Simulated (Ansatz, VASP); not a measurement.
# One calculation of Li2S, two programs

POSCAR

```
Li2S
1.0
    0.0000000000      2.8452942165      2.8452942165
    2.8452942165      0.0000000000      2.8452942165
    2.8452942165      2.8452942165      0.0000000000
S Li
1 2
Direct
    0.0000000000      0.0000000000      0.0000000000
    0.2500000000      0.2500000000      0.2500000000
    0.7500000000      0.7500000000      0.7500000000
```

Contents of INCAR.step1:

```
SYSTEM = Li2S
ALGO     = Normal         ! electronic algorithm
EDIFF    = 1E-5           ! SCF threshold, eV
ENCUT    = 650            ! plane-wave cutoff, eV
GGA      = PE             ! functional
GGA_COMPAT= .FALSE.      
ISIF     = 2              ! what is computed and relaxed
ISMEAR   = 0              ! smearing method
LASPH    = .TRUE.         ! aspherical terms in the spheres
LCHARG   = .FALSE.        ! write CHGCAR
LREAL    = .FALSE.        ! projectors in reciprocal space
LWAVE    = .TRUE.         ! write WAVECAR
NBANDS   = 13             ! bands
NELM     = 120            ! most SCF steps
PREC     = Accurate       ! precision mode
SIGMA    = 0.01           ! smearing width, eV
```

The input INCAR.step2:

```
SYSTEM = Li2S
AEXX     = 0.4            ! exact-exchange fraction
ALGO     = Normal         ! electronic algorithm
EDIFF    = 1E-6           ! SCF threshold, eV
ENCUT    = 650            ! plane-wave cutoff, eV
GGA      = PE             ! functional
GGA_COMPAT= .FALSE.      
HFSCREEN = 0.3            ! screening, 1/A
ISIF     = 2              ! what is computed and relaxed
ISMEAR   = 0              ! smearing method
ISTART   = 1            
LASPH    = .TRUE.         ! aspherical terms in the spheres
LCHARG   = .FALSE.        ! write CHGCAR
LHFCALC  = .TRUE.         ! exact exchange
LREAL    = .FALSE.        ! projectors in reciprocal space
LWAVE    = .FALSE.        ! write WAVECAR
NBANDS   = 13             ! bands
NELM     = 120            ! most SCF steps
PREC     = Accurate       ! precision mode
PRECFOCK = Normal       
SIGMA    = 0.01           ! smearing width, eV
```

The input KPOINTS:

```
k-points
0
G
  4 4 4
  0 0 0
```

Input for Ansatz:

```yaml
crystal:
  lattice:
    - [0.0, 2.8452942165, 2.8452942165]
    - [2.8452942165, 0.0, 2.8452942165]
    - [2.8452942165, 2.8452942165, 0.0]
  atoms:
    - { symbol: S, position: [0.0, 0.0, 0.0] }
    - { symbol: Li, position: [0.25, 0.25, 0.25] }
    - { symbol: Li, position: [0.75, 0.75, 0.75] }
kpoints:
  mp_grid: { grid: [4, 4, 4] }
hamiltonian:
  xc: { exchange: pbe, correlation: pbe, exx: { coeff: 0.4, omega: 0.3 } }
scf:
  occupations: { method: fixed }
  n_extra_bands: 4
output:
  forces: true
  stress: true
  eigenvalues: true
```

Alike in both runs: task single point; functional PBE-based screened hybrid; k mesh 4 × 4 × 4; no spin polarisation.

|  | VASP | Ansatz |
| --- | --- | --- |
| version | VASP 6.6.1 | Ansatz 0.2.0 |
| potentials or method | VASP PAW PBE potentials, release 64 (S, Li_sv) | plane waves |
| plane-wave cutoff (eV) | 650 | 420 |
| occupations | gaussian, width 0.01 eV | fixed |
| valence electrons in the cell | 12 | 12 |

Ansatz gave:

| Quantity | Value |
| --- | --- |
| gap on the k mesh at the Fermi level (eV) | 4.60 |
| pressure (GPa) | -0.7 |

Problem. Which values does VASP return?

Solution. gap on the k mesh at the Fermi level (eV): 4.59; pressure (GPa): -0.9.

VASP's potentials were made for PBE, not for PBE-based screened hybrid. Ansatz's warnings: stress exchange threshold loose, stress scf threshold loose.

The k mesh is coarse, so the values compare programs but aren't converged.
